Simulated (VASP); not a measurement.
# C in VASP: notebook

Runs on C. Level: PBE+D3(BJ). Tasks: single point, relaxation of cell and atoms.

Everything below comes from runs of VASP 6.6.1. Logs are shortened: lines on timing, memory, paths and dates and some standing lists are left out, and cuts for length are marked.

## 1. The cell of the first run

The structure is hexagonal, space group P6_3/mmc (No. 194). Conventional cell: a = 2.423 Å, b = 2.423 Å, c = 5.346 Å, α = 90.00°, β = 90.00°, γ = 120.00°. C (site symmetry -6m2) has 3 C at 1.40 Å within 1.9 Å. C (site symmetry -6m2) has 3 C at 1.40 Å within 1.9 Å.

## 2. Single point, PBE+D3(BJ)

The input, INCAR:

```
ALGO = Normal ; EDIFF = 1E-7
ENCUT = 520 ; GGA = PE
ISIF = 2 ; ISMEAR = 0
IVDW = 12 ; LASPH = True
LCHARG = False ; LREAL = False
LWAVE = False ; NBANDS = 16
NELM = 100 ; PREC = Accurate
SIGMA = 0.1
```

The input, KPOINTS:

```
k-points
0
Gamma
  24 24 8
```

The input, POSCAR:

```
C
1.0
    2.4234986103      0.0000000000      0.0000000000
   -1.2117493051      2.0988113626      0.0000000000
    0.0000000000      0.0000000000      5.3455937362
C
4
Direct
    0.0000000000      0.0000000000      0.7500000000
    0.0000000000      0.0000000000      0.2500000000
    0.3333333333      0.6666666667      0.2500000000
    0.6666666667      0.3333333333      0.7500000000
```

Potentials or basis: VASP PAW PBE potentials, release 64 (C).

Started as:

```sh
$ cat potpaw_PBE.64/C/POTCAR > POTCAR
$ mpirun -np 1 vasp_std > vasp.out
```

OUTCAR:

```text
EDIFF = 1E-7
   ENCUT = 520
   GGA = PE
   ISIF = 2
   ISMEAR = 0
   IVDW = 12
   LASPH = True
   LREAL = False
   NELM = 100
   PREC = Accurate
 IVDW          = 12

 ion  position               nearest neighbor table
   1  0.000  0.000  0.750-   4 1.40   4 1.40   4 1.40
   2  0.000  0.000  0.250-   3 1.40   3 1.40   3 1.40
   3  0.333  0.667  0.250-   2 1.40   2 1.40   2 1.40
   4  0.667  0.333  0.750-   1 1.40   1 1.40   1 1.40

  LATTYP: Found a hexagonal cell.
 ALAT       =     2.4234986103
 C/A-ratio  =     2.2057341867

  Lattice vectors:

 A1 = (   2.4234986103,   0.0000000000,   0.0000000000)
 A2 = (  -1.2117493051,   2.0988113626,   0.0000000000)
 A3 = (   0.0000000000,   0.0000000000,   5.3455937362)

Analysis of symmetry for initial positions (statically):
=====================================================================
 Subroutine PRICEL returns:
 Original cell was already a primitive cell.

 Routine SETGRP: Setting up the symmetry group for a
 hexagonal supercell.

 Subroutine GETGRP returns: Found 24 space group operations
 (whereof 12 operations were pure point group operations)
 out of a pool of 24 trial point group operations.

The static configuration has the point symmetry D_3d.
 The point group associated with its full space group is D_6h.

Analysis of symmetry for dynamics (positions and initial velocities):
=====================================================================
 Subroutine PRICEL returns:
 Original cell was already a primitive cell.

 Routine SETGRP: Setting up the symmetry group for a
 hexagonal supercell.

 Subroutine GETGRP returns: Found 24 space group operations
 (whereof 12 operations were pure point group operations)
 out of a pool of 24 trial point group operations.

The dynamic configuration has the point symmetry D_3d.
 The point group associated with its full space group is D_6h.

 Subroutine INISYM returns: Found 24 space group operations
 (whereof 12 operations are pure point group operations),
 and found     1 'primitive' translations

----------------------------------------------------------------------------------------

                                     Primitive cell

  volume of cell :      27.1902

  direct lattice vectors                    reciprocal lattice vectors
     2.423498610  0.000000000  0.000000000     0.412626603  0.238230081  0.000000000
    -1.211749305  2.098811363  0.000000000     0.000000000  0.476460161  0.000000000
     0.000000000  0.000000000  5.345593736     0.000000000  0.000000000  0.187069959

  length of vectors
     2.423498610  2.423498610  5.345593736     0.476460161  0.476460161  0.187069959

  position of ions in fractional coordinates (direct lattice)
     0.000000000  0.000000000  0.750000000
     0.000000000  0.000000000  0.250000000
     0.333333333  0.666666667  0.250000000
     0.666666667  0.333333333  0.750000000

  ion indices of the primitive-cell ions
   primitive index   ion index
                 1           1
                 2           2
                 3           3
                 4           4

----------------------------------------------------------------------------------------

 KPOINTS: k-points

Automatic generation of k-mesh.
 Grid dimensions read from file:
 generate k-points for:   24   24    8

 Generating k-lattice:

  Cartesian coordinates                     Fractional coordinates (reciprocal lattice)
     0.017192775  0.009926253  0.000000000     0.041666667  0.000000000  0.000000000
     0.000000000  0.019852507  0.000000000     0.000000000  0.041666667  0.000000000
     0.000000000  0.000000000  0.023383745     0.000000000  0.000000000  0.125000000

  Length of vectors
     0.019852507  0.019852507  0.023383745

  Shift w.r.t. Gamma in fractional coordinates (k-lattice)
     0.000000000  0.000000000  0.000000000

 Subroutine IBZKPT returns following result:
 ===========================================

 Found    305 irreducible k-points:

 Following reciprocal coordinates:
            Coordinates               Weight
  0.000000  0.000000  0.000000      1.000000
  0.041667 -0.000000  0.000000      6.000000
  0.083333 -0.000000  0.000000      6.000000
  0.125000 -0.000000  0.000000      6.000000
  0.166667 -0.000000  0.000000      6.000000
  0.208333 -0.000000  0.000000      6.000000
[... 16 lines left out ...]
  0.416667  0.041667  0.000000     12.000000
  0.458333  0.041667  0.000000     12.000000
 [... further k-points ...]
   k-points           NKPTS =    305   k-points in BZ     NKDIM =    305   number of bands    NBANDS=     16
   number of dos      NEDOS =    301   number of ions     NIONS =      4
   total plane-waves  NPLWV =  12960
   dimension x,y,z NGX =    18 NGY =   18 NGZ =   40
   dimension x,y,z NGXF=    36 NGYF=   36 NGZF=   80
   ions per type =               4
   NGX,Y,Z   is equivalent  to a cutoff of  12.35, 12.35, 12.44 a.u.
   NGXF,Y,Z  is equivalent  to a cutoff of  24.70, 24.70, 24.88 a.u.
 SYSTEM =  unknown system
   PREC   = accura    normal or accurate (medium, high low for compatibility)
   ISTART =      0    job   : 0-new  1-cont  2-samecut
   ICHARG =      2    charge: 1-file 2-atom 10-const
   ISPIN  =      1    spin polarized calculation?
   LNONCOLLINEAR =      F non collinear calculations
   LSORBIT =      F    spin-orbit coupling
   LASPH  =      T    aspherical Exc in radial PAW
   ENCUT  =  520.0 eV  38.22 Ry    6.18 a.u.   4.51  4.51  9.94*2*pi/ulx,y,z
   NELM   =    100;   NELMIN=  2; NELMDL= -5     # of ELM steps
   EDIFF  = 0.1E-06   stopping-criterion for ELM
   LREAL  =      F    real-space projection
   EDIFFG = 0.1E-05   stopping-criterion for IOM
   NSW    =      0    number of steps for IOM
   IBRION =     -1    ionic relax: 0-MD 1-quasi-New 2-CG
   NFREE  =      0    steps in history (QN), initial steepest desc. (CG)
   ISIF   =      2    stress and relaxation
   ISYM   =      2    0-nonsym 1-usesym 2-fastsym
   POTIM  = 0.5000    time-step for ionic-motion
   TEBEG  =    0.0;   TEEND  =   0.0 temperature during run
   PSTRESS=    0.0 pullay stress
   NELECT =      16.0000    total number of electrons
   NUPDOWN=      -1.0000    fix difference up-down
   EMIN   =  10.00;   EMAX   =-10.00  energy-range for DOS
   EFERMI =   0.00;   METHOD = LEGACY
   ISMEAR =     0;   SIGMA  =   0.10  broadening in eV -4-tet -1-fermi 0-gaus
   EFERMI_NEDOS =   21; number of points for ismear=-14 and -15
   IALGO  =     38    algorithm
   IMIX   =      4    mixing-type and parameters
     AMIX     =   0.40;   BMIX     =  1.00
     AMIX_MAG =   1.60;   BMIX_MAG =  1.00
  volume/ion in A,a.u.               =       6.80        45.87
  Fermi-wavevector in a.u.,A,eV,Ry     =   1.371863  2.592445 25.606279  1.882008
  Thomas-Fermi vector in A             =   2.497522
   LORBIT       =      0    0 simple, 1 ext, 2 COOP (PROOUT), +10 PAW based schemes
   GGA     = PE    functional components
   LHFCALC =     F    Hartree Fock is set to
   AEXX    =    0.0000 exact exchange contribution
   IVDW    =    12    specifies the selected vdW correction
   LEPSILON=     F    determine dielectric tensor
   LRPA    =     F    only Hartree local field effects (RPA)
 non-spin polarized calculation
 Gauss-broadening in eV      SIGMA  =   0.10
  energy-cutoff  :      520.00
  volume of cell :       27.19
 maximum number of plane-waves:       754
 NGX is ok and might be reduce to    18
   NGX =  9   NGY =  9   NGZ = 19

 number of electron      15.9999999 magnetization

 Free energy of the ion-electron system (eV)
  ---------------------------------------------------
  ext. energy  EPLUGINS =         0.00000000
  ---------------------------------------------------
  free energy    TOTEN  =       -36.16672458 eV

  energy without entropy =      -36.16634836  energy(sigma->0) =      -36.16653647

 E-fermi :   7.2217     XC(G=0): -12.0010

 val. band max:        7.2068872213   @ k =   0.2917   0.2917   0.0000
 cond. band min:       7.2284679603   @ k =   0.3333   0.3333   0.5000
 fundamental gap:      0.0215807390
 Fermi energy:         7.2217045598

 k-point     1 :       0.0000    0.0000    0.0000
  band No.  band energies     occupation
      1     -13.3131      2.00000
      2     -11.9339      2.00000
      3      -2.9141      2.00000
      4       2.4269      2.00000
      5       4.2707      2.00000
      6       4.2707      2.00000
[... 8 lines left out ...]
     15      19.8618      0.00000
     16      20.4352      0.00000

 k-point     2 :       0.0417   -0.0000    0.0000
  band No.  band energies     occupation
      1     -13.2694      2.00000
      2     -11.8929      2.00000
      3      -2.8609      2.00000
      4       2.4727      2.00000
      5       4.0841      2.00000
      6       4.1664      2.00000
[... 8 lines left out ...]
     15      19.7151      0.00000
     16      20.5079      0.00000

 k-point     3 :       0.0833   -0.0000    0.0000
  band No.  band energies     occupation
      1     -13.1384      2.00000
      2     -11.7701      2.00000
      3      -2.7016      2.00000
      4       2.6096      2.00000
      5       3.5582      2.00000
      6       3.7875      2.00000
[... 8 lines left out ...]
     15      19.2903      0.00000
     16      20.7332      0.00000

 k-point     4 :       0.1250   -0.0000    0.0000
  band No.  band energies     occupation
      1     -12.9205      2.00000
      2     -11.5659      2.00000
      3      -2.4369      2.00000
      4       2.7671      2.00000
      5       2.8356      2.00000
      6       3.0756      2.00000
[... 8 lines left out ...]
     15      18.6339      0.00000
     16      21.1069      0.00000

 k-point     5 :       0.1667   -0.0000    0.0000
  band No.  band energies     occupation
      1     -12.6162      2.00000
      2     -11.2804      2.00000
      3      -2.0677      2.00000
      4       1.7905      2.00000
      5       2.1846      2.00000
      6       3.0080      2.00000
[... 8 lines left out ...]
     15      18.8150      0.00000
     16      21.5851      0.00000

 k-point     6 :       0.2083   -0.0000    0.0000
  band No.  band energies     occupation
      1     -12.2264      2.00000
      2     -10.9148      2.00000
      3      -1.5961      2.00000
      4       0.6975      2.00000
      5       1.1782      2.00000
      6       2.5246      2.00000
[... 8 lines left out ...]
     15      20.0873      0.00000
     16      22.0971      0.00000
[... 267 lines left out ...]
 k-point    21 :       0.3333    0.0417    0.0000
  band No.  band energies     occupation
      1     -10.1791      2.00000
      2      -8.9958      2.00000
      3      -3.3692      2.00000
      4      -2.6159      2.00000
      5       0.8402      2.00000
      6       0.9781      2.00000
[... 8 lines left out ...]
     15      24.6200      0.00000
     16      24.8509      0.00000

 k-point    22 :       0.3750    0.0417    0.0000
  band No.  band energies     occupation
      1      -9.4288      2.00000
      2      -8.2961      2.00000
      3      -4.4879      2.00000
      4      -3.6693      2.00000
      5       0.7251      2.00000
      6       1.1013      2.00000
[... 8 lines left out ...]
     15      24.4222      0.00000
     16      24.8256      0.00000

 k-point    23 :       0.4167    0.0417    0.0000
  band No.  band energies     occupation
      1      -8.6139      2.00000
      2      -7.5513      2.00000
      3      -5.5342      2.00000
      4      -4.6749      2.00000
      5       0.5537      2.00000
      6       0.9347      2.00000
[... 8 lines left out ...]
     15      24.2352      0.00000
     16      24.6004      0.00000

 k-point    24 :       0.4583    0.0417    0.0000
  band No.  band energies     occupation
      1      -7.7809      2.00000
      2      -7.0021      2.00000
      3      -6.2475      2.00000
      4      -5.5929      2.00000
      5       0.4673      2.00000
      6       0.8505      2.00000
[... 8 lines left out ...]
     15      24.1145      0.00000
     16      24.5117      0.00000

 [... further k-points ...]

------------------------ aborting loop because EDIFF is reached ----------------------------------------

 Edisp (eV)   -0.78034

 E8    (eV) :    -0.2255

  FORCE on cell =-STRESS in cart. coord.  units (eV):
  Direction    XX          YY          ZZ          XY          YZ          ZX
  --------------------------------------------------------------------------------------
  -------------------------------------------------------------------------------------
  Total       5.25063     5.25063     5.07519     0.00000    -0.00000     0.00000
  in kB     309.39266   309.39266   299.05500     0.00000    -0.00000     0.00000
  external pressure =      305.95 kB  Pullay stress =        0.00 kB

 VOLUME and BASIS-vectors are now :
 -----------------------------------------------------------------------------
  energy-cutoff  :      520.00
  volume of cell :       27.19
      direct lattice vectors                 reciprocal lattice vectors
     2.423498610  0.000000000  0.000000000     0.412626603  0.238230081  0.000000000
    -1.211749305  2.098811363  0.000000000     0.000000000  0.476460161  0.000000000
     0.000000000  0.000000000  5.345593736     0.000000000  0.000000000  0.187069959

 POSITION                                       TOTAL-FORCE (eV/Angst)
 -----------------------------------------------------------------------------------
      0.00000      0.00000      4.00920         0.000000      0.000000     -0.000000
      0.00000      0.00000      1.33640        -0.000000      0.000000     -0.000000
     -0.00000      1.39921      1.33640        -0.000000     -0.000000     -0.000000
      1.21175      0.69960      4.00920        -0.000000      0.000000      0.000000
 -----------------------------------------------------------------------------------
    total drift:                                0.000000     -0.000000      0.000000

  FREE ENERGIE OF THE ION-ELECTRON SYSTEM (eV)
  ---------------------------------------------------
  free  energy   TOTEN  =       -36.9470656059 eV

  energy  without entropy=      -36.9466893807  energy(sigma->0) =      -36.94687749
```

Wall time 2.5 min (1 thread of Intel Xeon 8259CL, shared host); peak memory 0.22 GiB.

Results:

```
Free energy                : -36.9471 eV
Pressure                   : 30.6 GPa
Band gap on the k mesh     : zero (bands 8 and 9 overlap by 0.27 eV)
Dispersion energy per atom : -0.195 eV
```

Stress tensor (GPa, compression positive):
```
30.94  0.00  0.00
 0.00 30.94  0.00
 0.00  0.00 29.91
```

Caveat: the cell stands under pressure.

(Continued in part 2 of 3.)

The gap in the log of VASP goes by the Fermi energy; the results here count the filled bands.